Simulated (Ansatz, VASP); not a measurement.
**Si16O: VASP beside Ansatz**

```xyz
17
Lattice="0.0000 5.4300 5.4300 5.4300 0.0000 5.4300 5.4300 5.4300 0.0000" Properties=species:S:1:pos:R:3 pbc="T T T"
Si    0.0093   -0.0202   -0.0105
Si    1.4421    1.3458    1.2549
Si    2.7992    2.7324   -0.0805
Si    4.0647    4.0883    1.3611
Si    2.6942   -0.0026    2.7362
Si    3.9953    1.3340    4.1550
Si    5.3274    2.7188    2.7928
Si    6.7950    4.0650    4.0603
Si    0.1356    2.8989    2.4516
Si    1.3846    4.0530    4.0799
Si    2.7267    5.4473    2.7351
Si    4.1587    7.0309    3.7883
Si    2.4427    2.4750    5.5137
Si    3.7676    3.8921    6.8037
Si    5.4414    5.6158    5.1235
Si    6.5335    6.6057    6.9148
O     4.0431    4.7682    5.4185
```

Alike in both runs: functional PBEsol; k mesh 2 × 2 × 2; occupations gaussian, width 0.05 eV; collinear spin.

Ansatz relaxed the structure, and its values are those at the end. VASP's run is a single point on that final structure, the one shown.

|  | VASP | Ansatz |
| --- | --- | --- |
| version | VASP 6.6.1 | Ansatz 0.2.0 |
| potentials or method | VASP PAW PBE potentials, release 64 (Si, O), cutoff 520 eV | scalar-relativistic, plane waves, PAW |
| valence electrons in the cell | 70 | 70 |

```tsv
	VASP	Ansatz	Ansatz less VASP
rms of the force components (eV/Å)	0.026	0.008	-0.0175
net moment per atom (μB)	0.00	0.00	0.000
```

VASP's potentials were made for PBE, not for PBEsol, and Ansatz warns of the same on its side. Ansatz's warnings: filled band counts differ across k points, seeded moment not kept.

The k mesh is coarse, so the values compare programs but aren't converged.
